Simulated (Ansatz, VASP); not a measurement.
## SnO2 in VASP and in Ansatz

Contents of INCAR:

```
PREC = Accurate
ENCUT = 520
EDIFF = 1E-6
ISMEAR = 0
SIGMA = 0.05
LREAL = F
LASPH = T
NELM = 100
ALGO = Normal
ISIF = 2
LWAVE = F
LCHARG = F
GGA = CA
NBANDS = 35
```

File KPOINTS:

```
Automatic mesh
0
Gamma
  6 6 8
```

File POSCAR:

```
SnO2
1.0
    4.7201335122      0.0000000000      0.0000000000
    0.0000000000      4.7206343096      0.0000000000
    0.0000000000      0.0000000000      3.1888226875
Sn O
2 4
Direct
    0.4956629379      0.4949908701      0.5000000000
    0.0043459583     -0.0050168105      0.0000000000
    0.3033836187      0.3113433846      0.0000000000
    0.8354430984      0.2258520458      0.5000000000
    0.1965833773      0.8113149760      0.5000000000
    0.6645238976      0.7258804545      0.0000000000
```

Input for Ansatz:

```yaml
crystal:
  lattice:
    - [4.7201335122, 0.0, 0.0]
    - [0.0, 4.7206343096, 0.0]
    - [0.0, 0.0, 3.1888226875]
  atoms:
    - { symbol: Sn, position: [0.4956629379, 0.4949908701, 0.5] }
    - { symbol: Sn, position: [0.0043459583, -0.0050168105, 0.0] }
    - { symbol: O, position: [0.3033836187, 0.3113433846, 0.0] }
    - { symbol: O, position: [0.8354430984, 0.2258520458, 0.5] }
    - { symbol: O, position: [0.1965833773, 0.811314976, 0.5] }
    - { symbol: O, position: [0.6645238976, 0.7258804545, 0.0] }
basis:
  ecutwfc: 520.0
kpoints:
  mp_grid: { grid: [6, 6, 8] }
hamiltonian:
  xc: lda
  pseudopotentials: { kind: paw, azcp: { folder: soft_1 } }
scf:
  occupations: { method: gaussian, width: 0.05 }
output:
  forces: true
  stress: true
  eigenvalues: true
```

Change from the starting cell: mode 4 frozen in at +0.090 Å and mode 7 at -0.116 Å (largest displacements).

Alike in both runs: task single point; functional LDA; k mesh 6 × 6 × 8; occupations gaussian, width 0.05 eV; no spin polarisation.

|  | VASP | Ansatz |
| --- | --- | --- |
| version | VASP 6.6.1 | Ansatz 0.2.0 |
| potentials or method | VASP PAW LDA potentials, release 64 (Sn_d, O), cutoff 520 eV | scalar-relativistic, plane waves, PAW |
| valence electrons in the cell | 52 | 52 |

```csv
,VASP,Ansatz,Ansatz less VASP
gap on the k mesh at the Fermi level (eV),1.27,1.25,-0.022
least direct gap on the mesh (eV),1.27,1.25,-0.022
pressure (GPa),0.8,-0.6,-1.38
"traceless stress, the component that is largest in VASP (GPa)",-1.40,-1.21,+0.192
rms of the force components (eV/Å),0.322,0.320,-0.0027
```

Ansatz warns that its potentials were made for another functional, while VASP's fit it. LDA's correlation is that of Perdew and Zunger in VASP and of Perdew and Wang (1992) in Ansatz. Atom by atom the forces differ by 0.016 eV/Å (rms over components).
